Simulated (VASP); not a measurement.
A run of VASP 6.6.1 is set up as follows.

File INCAR:

```
SYSTEM = InSe
PREC = Accurate
ENCUT = 600
EDIFF = 1E-6
ISMEAR = 0
SIGMA = 0.1
LREAL = .FALSE.
LASPH = .TRUE.
NELM = 80
ALGO = Normal
ISIF = 3
LWAVE = .FALSE.
LCHARG = .FALSE.
GGA = PE
IBRION = 2
NSW = 90
EDIFFG = -0.04
```

KPOINTS

```
regular mesh
0
G
  4 4 4
  0 0 0
```

The input POSCAR:

```
InSe
1.0
    0.0000000000      3.9176799400      3.9176799400
    3.9176799400      0.0000000000      3.9176799400
    3.9176799400      3.9176799400      0.0000000000
In Se
2 2
Direct
    0.7500000000      0.7500000000      0.7500000000
    0.5000000000      0.5000000000      0.5000000000
    0.2500000000      0.2500000000      0.2500000000
    0.0000000000      0.0000000000      0.0000000000
```

Potentials or basis: VASP PAW PBE potentials, release 64 (In_d, Se).

Run with:

```sh
$ cat potpaw_PBE.64/In_d/POTCAR potpaw_PBE.64/Se/POTCAR > POTCAR
$ mpirun -np 1 vasp_std > vasp.out
```

Task: Estimate the band gap on the k mesh.

Result: Zero (band 19 reaches 6.05 eV, above the bottom of band 20 at 5.05 eV).

Task: Estimate the relaxed volume.

Result: 25.36 Å³/atom.

The path:
```
step  energy change (eV)  largest force (eV/Å)  pressure (GPa)  volume (Å³)
   1              0.0000                0.0000           -4.54       120.26
   2             -0.2985                0.0000           -1.75       106.03
   3             -0.3267                0.0000           -0.16       101.43
```

Caveat: the volume moved by over 15 % at a fixed basis, so the end points are rough; spin-orbit coupling is left out, which moves the levels of the heavy elements.
